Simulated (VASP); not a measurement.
Here is a VASP 6.6.1 calculation.

The input POSCAR:

```
Zr
1.0
    0.0000000000      2.2682329867      2.2682329867
    2.2682329867      0.0000000000      2.2682329867
    2.2682329867      2.2682329867      0.0000000000
Zr
1
Direct
    0.0000000000      0.0000000000      0.0000000000
```

File INCAR.step1:

```
SYSTEM = Zr
PREC = Accurate
ENCUT = 440
EDIFF = 1E-5
ISMEAR = -1
SIGMA = 0.1
LREAL = .FALSE.
LASPH = .TRUE.
NELM = 120
ALGO = Normal
ISIF = 2
LWAVE = .TRUE.
LCHARG = .FALSE.
GGA = PE
NBANDS = 12
GGA_COMPAT = .FALSE.
```

The input INCAR.step2:

```
SYSTEM = Zr
PREC = Accurate
ENCUT = 440
EDIFF = 1E-6
ISMEAR = -1
SIGMA = 0.1
LREAL = .FALSE.
LASPH = .TRUE.
NELM = 120
ALGO = Normal
ISIF = 2
LWAVE = .FALSE.
LCHARG = .FALSE.
METAGGA = R2SCAN
LHFCALC = .TRUE.
AEXX = 0.25
LMIXTAU = .TRUE.
PRECFOCK = Normal
ISTART = 1
NBANDS = 12
GGA_COMPAT = .FALSE.
```

The input KPOINTS:

```
Automatic mesh
0
G
  6 6 6
  0 0 0
```

Potentials or basis: VASP PAW PBE potentials, release 64 (Zr_sv).

Command:

```bash
$ cat potpaw_PBE.64/Zr_sv/POTCAR > POTCAR
$ cp INCAR.step1 INCAR
$ mpirun -np 1 vasp_std > vasp.out
$ cp INCAR.step2 INCAR
$ mpirun -np 1 vasp_std > vasp.out
```

(1) What does it give for the pressure?

(2) Estimate the band gap on the k mesh.

Results:

(1) 2.4 GPa.

(2) zero (band 6 reaches 10.79 eV, above the bottom of band 7 at 8.62 eV).

Caveat: the k points lie up to 0.40 Å⁻¹ apart; the PAW data sets were made with another functional, which shifts forces and pressure a little.
